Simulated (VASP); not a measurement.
# Cs (Im-3m) in VASP: further runs

Aim: see how the results for Cs move with the level of theory and the settings. Levels: PBE, r2SCAN. Tasks: single point.

All numbers are computed with VASP 6.6.1; they aren't measurements. Logs are shortened: lines on timing, memory, paths and dates and some standing lists are left out, and cuts for length are marked.

### 1 The cell of the first run

It takes space group Im-3m (No. 229, cubic). The conventional cell has a = 6.050 Å, b = 6.050 Å, c = 6.050 Å, α = 90.00°, β = 90.00°, γ = 90.00°.

### 2 Single point, PBE

INCAR

```
SYSTEM = Cs
ALGO = Normal
EDIFF = 1E-6
ENCUT = 520
GGA = PE
ISIF = 2
ISMEAR = 0
LASPH = .True.
LCHARG = .False.
LREAL = .False.
LWAVE = .False.
NBANDS = 10
NELM = 100
PREC = Accurate
SIGMA = 0.05
```

KPOINTS

```
k-points
0
Gamma
  6 6 6
  0 0 0
```

POSCAR

```
Cs
1.0
   -3.0250000000      3.0250000000      3.0250000000
    3.0250000000     -3.0250000000      3.0250000000
    3.0250000000      3.0250000000     -3.0250000000
Cs
1
Direct
    0.0000000000      0.0000000000      0.0000000000
```

Potentials or basis: VASP PAW PBE potentials, release 64 (Cs_sv).

On the command line:

```console
$ cat potpaw_PBE.64/Cs_sv/POTCAR > POTCAR
$ mpirun -np 1 vasp_std > vasp.out
```

OUTCAR:

```text
SYSTEM = Cs
   EDIFF = 1E-6
   ENCUT = 520
   GGA = PE
   ISIF = 2
   ISMEAR = 0
   LASPH = .True.
   LREAL = .False.
   NELM = 100
   PREC = Accurate

 ion  position               nearest neighbor table
   1  0.000  0.000  0.000-

  LATTYP: Found a body centered cubic cell.
 ALAT       =     6.0500000000

  Lattice vectors:

 A1 = (  -3.0250000000,   3.0250000000,   3.0250000000)
 A2 = (   3.0250000000,  -3.0250000000,   3.0250000000)
 A3 = (   3.0250000000,   3.0250000000,  -3.0250000000)

Analysis of symmetry for initial positions (statically):
=====================================================================
 Subroutine PRICEL returns:
 Original cell was already a primitive cell.

 Routine SETGRP: Setting up the symmetry group for a
 body centered cubic supercell.

 Subroutine GETGRP returns: Found 48 space group operations
[... 9 lines left out ...]

 Routine SETGRP: Setting up the symmetry group for a
 body centered cubic supercell.

 Subroutine GETGRP returns: Found 48 space group operations
[... 11 lines left out ...]
                                     Primitive cell

  volume of cell :     110.7226

  direct lattice vectors                    reciprocal lattice vectors
    -3.025000000  3.025000000  3.025000000     0.000000000  0.165289256  0.165289256
     3.025000000 -3.025000000  3.025000000     0.165289256  0.000000000  0.165289256
     3.025000000  3.025000000 -3.025000000     0.165289256  0.165289256  0.000000000

  length of vectors
     5.239453693  5.239453693  5.239453693     0.233754308  0.233754308  0.233754308

  position of ions in fractional coordinates (direct lattice)
     0.000000000  0.000000000  0.000000000

  ion indices of the primitive-cell ions
   primitive index   ion index
                 1           1

----------------------------------------------------------------------------------------

 KPOINTS: k-points

Automatic generation of k-mesh.
 Grid dimensions read from file:
 generate k-points for:    6    6    6

 Generating k-lattice:

  Cartesian coordinates                     Fractional coordinates (reciprocal lattice)
     0.000000000  0.027548209  0.027548209     0.166666667  0.000000000  0.000000000
     0.027548209  0.000000000  0.027548209     0.000000000  0.166666667  0.000000000
     0.027548209  0.027548209  0.000000000     0.000000000  0.000000000  0.166666667

  Length of vectors
     0.038959051  0.038959051  0.038959051

  Shift w.r.t. Gamma in fractional coordinates (k-lattice)
     0.000000000  0.000000000  0.000000000

 Subroutine IBZKPT returns following result:
 ===========================================

 Found     16 irreducible k-points:

 Following reciprocal coordinates:
            Coordinates               Weight
  0.000000  0.000000  0.000000      1.000000
  0.166667  0.000000  0.000000     12.000000
  0.333333  0.000000  0.000000     12.000000
  0.500000  0.000000  0.000000      6.000000
  0.166667  0.166667  0.000000     24.000000
  0.333333  0.166667  0.000000     48.000000
[... 8 lines left out ...]
  0.500000  0.500000  0.333333     12.000000
  0.500000  0.500000  0.500000      1.000000
   k-points           NKPTS =     16   k-points in BZ     NKDIM =     16   number of bands    NBANDS=     10
   number of dos      NEDOS =    301   number of ions     NIONS =      1
   total plane-waves  NPLWV =  64000
   dimension x,y,z NGX =    40 NGY =   40 NGZ =   40
   dimension x,y,z NGXF=    80 NGYF=   80 NGZF=   80
   ions per type =               1
   NGX,Y,Z   is equivalent  to a cutoff of  12.69, 12.69, 12.69 a.u.
   NGXF,Y,Z  is equivalent  to a cutoff of  25.38, 25.38, 25.38 a.u.
 SYSTEM =  Cs
   PREC   = accura    normal or accurate (medium, high low for compatibility)
   ISTART =      0    job   : 0-new  1-cont  2-samecut
   ICHARG =      2    charge: 1-file 2-atom 10-const
   ISPIN  =      1    spin polarized calculation?
   LNONCOLLINEAR =      F non collinear calculations
   LSORBIT =      F    spin-orbit coupling
   LASPH  =      T    aspherical Exc in radial PAW
   ENCUT  =  520.0 eV  38.22 Ry    6.18 a.u.   9.74  9.74  9.74*2*pi/ulx,y,z
   NELM   =    100;   NELMIN=  2; NELMDL= -5     # of ELM steps
   EDIFF  = 0.1E-05   stopping-criterion for ELM
   LREAL  =      F    real-space projection
   EDIFFG = 0.1E-04   stopping-criterion for IOM
   NSW    =      0    number of steps for IOM
   IBRION =     -1    ionic relax: 0-MD 1-quasi-New 2-CG
   NFREE  =      0    steps in history (QN), initial steepest desc. (CG)
   ISIF   =      2    stress and relaxation
   ISYM   =      2    0-nonsym 1-usesym 2-fastsym
   POTIM  = 0.5000    time-step for ionic-motion
   TEBEG  =    0.0;   TEEND  =   0.0 temperature during run
   PSTRESS=    0.0 pullay stress
   NELECT =       9.0000    total number of electrons
   NUPDOWN=      -1.0000    fix difference up-down
   EMIN   =  10.00;   EMAX   =-10.00  energy-range for DOS
   EFERMI =   0.00;   METHOD = LEGACY
   ISMEAR =     0;   SIGMA  =   0.05  broadening in eV -4-tet -1-fermi 0-gaus
   EFERMI_NEDOS =   21; number of points for ismear=-14 and -15
   IALGO  =     38    algorithm
   IMIX   =      4    mixing-type and parameters
     AMIX     =   0.40;   BMIX     =  1.00
     AMIX_MAG =   1.60;   BMIX_MAG =  1.00
  volume/ion in A,a.u.               =     110.72       747.19
  Fermi-wavevector in a.u.,A,eV,Ry     =   0.709159  1.340116  6.842458  0.502907
  Thomas-Fermi vector in A             =   1.795667
   LORBIT       =      0    0 simple, 1 ext, 2 COOP (PROOUT), +10 PAW based schemes
   GGA     = PE    functional components
   LHFCALC =     F    Hartree Fock is set to
   AEXX    =    0.0000 exact exchange contribution
   IVDW    =     0    specifies the selected vdW correction
   LEPSILON=     F    determine dielectric tensor
   LRPA    =     F    only Hartree local field effects (RPA)
 non-spin polarized calculation
 Gauss-broadening in eV      SIGMA  =   0.05
  energy-cutoff  :      520.00
  volume of cell :      110.72
 maximum number of plane-waves:      3043
   NGX = 19   NGY = 19   NGZ = 19

 number of electron       8.9999998 magnetization

 Free energy of the ion-electron system (eV)
  ---------------------------------------------------
  ext. energy  EPLUGINS =         0.00000000
  ---------------------------------------------------
  free energy    TOTEN  =        -0.83434182 eV

  energy without entropy =       -0.82757324  energy(sigma->0) =       -0.83095753

 E-fermi :   0.5669     XC(G=0):  -5.5028

 val. band max:        0.4507194633   @ k =   0.1667   0.1667   0.1667
 cond. band min:       0.5706445037   @ k =   0.5000   0.0000   0.0000
 fundamental gap:      0.1199250404
 Fermi energy:         0.5669136906

 k-point     1 :       0.0000    0.0000    0.0000
  band No.  band energies     occupation
      1     -23.2854      2.00000
      2     -10.0225      2.00000
      3     -10.0225      2.00000
      4     -10.0225      2.00000
      5      -1.1660      2.00000
      6       3.0661      0.00000
      7       3.0661      0.00000
      8       3.0661      0.00000
      9       3.9525      0.00000
     10       3.9525      0.00000

 k-point     2 :       0.1667    0.0000    0.0000
  band No.  band energies     occupation
      1     -23.2834      2.00000
      2     -10.0628      2.00000
      3     -10.0355      2.00000
      4     -10.0225      2.00000
      5      -0.8542      2.00000
      6       2.7044      0.00000
      7       2.7721      0.00000
      8       3.3849      0.00000
      9       3.7201      0.00000
     10       3.9186      0.00000

 k-point     3 :       0.3333    0.0000    0.0000
  band No.  band energies     occupation
      1     -23.2794      2.00000
      2     -10.1408      2.00000
      3     -10.0612      2.00000
      4     -10.0227      2.00000
      5      -0.0616      2.00000
      6       1.9110      0.00000
      7       2.3542      0.00000
      8       3.8887      0.00000
      9       4.0636      0.00000
     10       4.2982      0.00000

 k-point     4 :       0.5000    0.0000    0.0000
  band No.  band energies     occupation
      1     -23.2774      2.00000
      2     -10.1785      2.00000
      3     -10.0740      2.00000
      4     -10.0228      2.00000
      5       0.5706      0.91596
      6       1.4651      0.00000
      7       2.1901      0.00000
      8       3.8024      0.00000
      9       4.4208      0.00000
     10       4.9638      0.00000

 k-point     5 :       0.1667    0.1667    0.0000
  band No.  band energies     occupation
      1     -23.2804      2.00000
      2     -10.1157      2.00000
      3     -10.0519      2.00000
      4     -10.0317      2.00000
      5      -0.2891      2.00000
      6       2.1721      0.00000
      7       2.3859      0.00000
      8       3.6186      0.00000
      9       3.9637      0.00000
     10       4.2497      0.00000

 k-point     6 :       0.3333    0.1667    0.0000
  band No.  band energies     occupation
      1     -23.2773      2.00000
      2     -10.1589      2.00000
      3     -10.0824      2.00000
      4     -10.0350      2.00000
      5       0.5777      0.76067
      6       1.5971      0.00000
      7       2.0795      0.00000
      8       3.7127      0.00000
      9       4.2563      0.00000
     10       4.7659      0.00000
[... 79 lines left out ...]
 k-point    13 :      -0.3333    0.5000    0.1667
  band No.  band energies     occupation
      1     -23.2750      2.00000
      2     -10.1479      2.00000
      3     -10.1130      2.00000
      4     -10.0624      2.00000
      5       0.9746      0.00000
      6       1.5071      0.00000
      7       2.1263      0.00000
      8       3.4032      0.00000
      9       3.7557      0.00000
     10       4.9456      0.00000

 k-point    14 :      -0.3333    0.3333    0.3333
  band No.  band energies     occupation
      1     -23.2743      2.00000
      2     -10.1254      2.00000
      3     -10.1044      2.00000
      4     -10.1044      2.00000
      5       0.7861      0.00000
      6       1.5785      0.00000
      7       3.0196      0.00000
      8       3.0196      0.00000
      9       3.3032      0.00000
     10       4.3516      0.00000

 k-point    15 :       0.5000    0.5000    0.3333
  band No.  band energies     occupation
      1     -23.2726      2.00000
      2     -10.1446      2.00000
      3     -10.1185      2.00000
      4     -10.1063      2.00000
      5       1.2311      0.00000
      6       1.2550      0.00000
      7       2.7302      0.00000
      8       3.1384      0.00000
      9       3.8673      0.00000
     10       5.1628      0.00000

 k-point    16 :       0.5000    0.5000    0.5000
  band No.  band energies     occupation
      1     -23.2711      2.00000
      2     -10.1332      2.00000
      3     -10.1332      2.00000
      4     -10.1332      2.00000
      5       1.1660      0.00000
      6       1.1660      0.00000
      7       3.6620      0.00000
      8       3.6620      0.00000
      9       3.6620      0.00000
     10       5.0798      0.00000

------------------------ aborting loop because EDIFF is reached ----------------------------------------

  FORCE on cell =-STRESS in cart. coord.  units (eV):
  Direction    XX          YY          ZZ          XY          YZ          ZX
  --------------------------------------------------------------------------------------
  -------------------------------------------------------------------------------------
  Total        0.0826517      0.0826517      0.0826517     -0.0000000     -0.0000000     -0.0000000
  in kB        1.1959867      1.1959867      1.1959867     -0.0000000     -0.0000000     -0.0000000
  external PRESSURE =       1.1959867 kB  Pullay stress =       0.0000000 kB

 VOLUME and BASIS-vectors are now :
 -----------------------------------------------------------------------------
  energy-cutoff  :      520.00
  volume of cell :      110.72
      direct lattice vectors                 reciprocal lattice vectors
    -3.025000000  3.025000000  3.025000000     0.000000000  0.165289256  0.165289256
     3.025000000 -3.025000000  3.025000000     0.165289256  0.000000000  0.165289256
     3.025000000  3.025000000 -3.025000000     0.165289256  0.165289256  0.000000000

 POSITION                                       TOTAL-FORCE (eV/Angst)
 -----------------------------------------------------------------------------------
      0.00000      0.00000      0.00000        -0.000000     -0.000000      0.000000
 -----------------------------------------------------------------------------------
    total drift:                               -0.000000     -0.000000     -0.000000

  FREE ENERGIE OF THE ION-ELECTRON SYSTEM (eV)
  ---------------------------------------------------
  free  energy   TOTEN  =        -0.8343418177 eV

  energy  without entropy=       -0.8275732437  energy(sigma->0) =       -0.83095753
```

Wall time 5.5 s (1 thread of Intel Xeon 6975P-C (Granite Rapids), shared host); peak memory 0.23 GiB.

Results:

```
Free energy : -0.8343 eV
Pressure    : 0.1 GPa
```

Caveat: spin-orbit coupling is left out, which moves the levels of the heavy elements.

### 3 Single point, PBE

This run uses another cell than the first one, of 111.17 Å³/atom, 1.004 times its volume.

INCAR

```
  PREC = Accurate
  ENCUT = 520
  EDIFF = 1E-6
  ISMEAR = 0
  SIGMA = 0.05
  LREAL = F
  LASPH = T
  NELM = 100
  ALGO = Fast
  ISIF = 2
  LWAVE = F
  LCHARG = F
  GGA = PE
  NBANDS = 10
```

KPOINTS

```
Automatic mesh
0
Gamma
  6 6 6
```

POSCAR

```
Cs
1.0
   -3.0290279675      3.0290279675      3.0290279675
    3.0290279675     -3.0290279675      3.0290279675
    3.0290279675      3.0290279675     -3.0290279675
Cs
1
Direct
    0.0000000000      0.0000000000      0.0000000000
```

Potentials or basis: VASP PAW PBE potentials, release 64 (Cs_sv).

On the command line:

```console
$ cat potpaw_PBE.64/Cs_sv/POTCAR > POTCAR
$ mpirun -np 1 vasp_std > vasp.out
```

Wall time 6.2 s (1 thread of Intel Xeon 6975P-C (Granite Rapids), shared host); peak memory 0.22 GiB.

The run converged. Its results:

```yaml
Free_energy: -0.8347 eV
Pressure: 0.1 GPa
```

Levels at points of the mesh, in eV from the Fermi level:
| k point | band 2 | band 3 | band 4 | band 5 | band 6 | band 7 |
| --- | --- | --- | --- | --- | --- | --- |
| (0.00, 0.00, 0.00) | -10.59 | -10.59 | -10.59 | -1.73 | 2.50 | 2.50 |
| (0.50, 0.00, 0.00) | -10.75 | -10.64 | -10.59 | 0.01 | 0.89 | 1.62 |
| (0.50, 0.50, 0.50) | -10.70 | -10.70 | -10.70 | 0.60 | 0.60 | 3.08 |

Caveat: spin-orbit coupling is left out, which moves the levels of the heavy elements.

### 4 Single point, PBE

This run uses another cell than the first one, of 118.08 Å³/atom, 1.066 times its volume.

INCAR

```
PREC = Accurate
ENCUT = 520
EDIFF = 1E-6
ISMEAR = 0
SIGMA = 0.05
LREAL = F
LASPH = T
NELM = 80
ALGO = Fast
ISIF = 2
LWAVE = F
LCHARG = F
GGA = PE
NBANDS = 10
```

KPOINTS

```
regular mesh
0
Gamma
  6 6 6
```

POSCAR

```
Cs
1.0
   -3.0905815828      3.0905815828      3.0905815828
    3.0905815828     -3.0905815828      3.0905815828
    3.0905815828      3.0905815828     -3.0905815828
Cs
1
Direct
    0.0000000000      0.0000000000      0.0000000000
```

On the command line:

```console
$ cat potpaw_PBE.64/Cs_sv/POTCAR > POTCAR
$ mpirun -np 1 vasp_std > vasp.out
```

It took 6.2 s on 1 thread of Intel Xeon 6975P-C (Granite Rapids), shared host; peak memory 0.22 GiB.

It converged, with:

- Free energy: -0.8370 eV
- Pressure: 0.0 GPa

Levels at points of the mesh, in eV from the Fermi level:
```csv
k point,band 2,band 3,band 4,band 5,band 6,band 7
"(0.00, 0.00, 0.00)",-10.64,-10.64,-10.64,-1.67,2.46,2.46
"(0.50, 0.00, 0.00)",-10.76,-10.68,-10.64,0.03,0.83,1.63
"(0.50, 0.50, 0.50)",-10.72,-10.72,-10.72,0.65,0.65,2.93
```

Caveat: spin-orbit coupling is left out, which moves the levels of the heavy elements.

(Continued in part 2 of 2.)
